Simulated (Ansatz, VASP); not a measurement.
## Two plane-wave programs on BAs

INCAR

```
PREC = Accurate
ENCUT = 520
EDIFF = 1E-7
ISMEAR = 0
SIGMA = 0.01
LREAL = F
LASPH = T
NELM = 60
ALGO = Normal
ISIF = 2
LWAVE = F
LCHARG = F
GGA = PE
NBANDS = 11
```

Contents of KPOINTS:

```
Automatic mesh
0
Gamma
  7 7 7
```

The input POSCAR:

```
BAs
1.0
    0.0000000000      2.3885000000      2.3885000000
    2.3885000000      0.0000000000      2.3885000000
    2.3885000000      2.3885000000      0.0000000000
B As
1 1
Direct
    0.0000000000      0.0000000000      0.0000000000
    0.2500000000      0.2500000000      0.2500000000
```

Input for Ansatz:

```yaml
crystal:
  lattice:
    - [0.0, 2.3885, 2.3885]
    - [2.3885, 0.0, 2.3885]
    - [2.3885, 2.3885, 0.0]
  atoms:
    - { symbol: B, position: [0.0, 0.0, 0.0] }
    - { symbol: As, position: [0.25, 0.25, 0.25] }
basis:
  ecutwfc: 450.0
kpoints:
  mp_grid:
    grid: [7, 7, 7]
hamiltonian:
  xc: pbe
scf:
  convergence:
    dr2_threshold: 1.0e-07
  occupations:
    method: fixed
output:
  stress: true
```

Alike in both runs: task single point; functional PBE; k mesh 7 × 7 × 7; no spin polarisation.

|  | VASP | Ansatz |
| --- | --- | --- |
| version | VASP 6.6.1 | Ansatz 0.2.0 |
| potentials or method | VASP PAW PBE potentials, release 64 (B, As), cutoff 520 eV | plane waves, PAW |
| occupations | gaussian, width 0.01 eV | fixed |
| valence electrons in the cell | 8 | 18 |

Ansatz gave:

```
pressure (GPa) : 2.8
```

Problem. Which values does VASP return?

Solution. Pressure (GPa): 3.4.

VASP's potentials hold 8 valence electrons a cell and Ansatz's 18, so a difference there can come from the potentials and not from the codes. Ansatz's warnings: stress scf threshold loose.
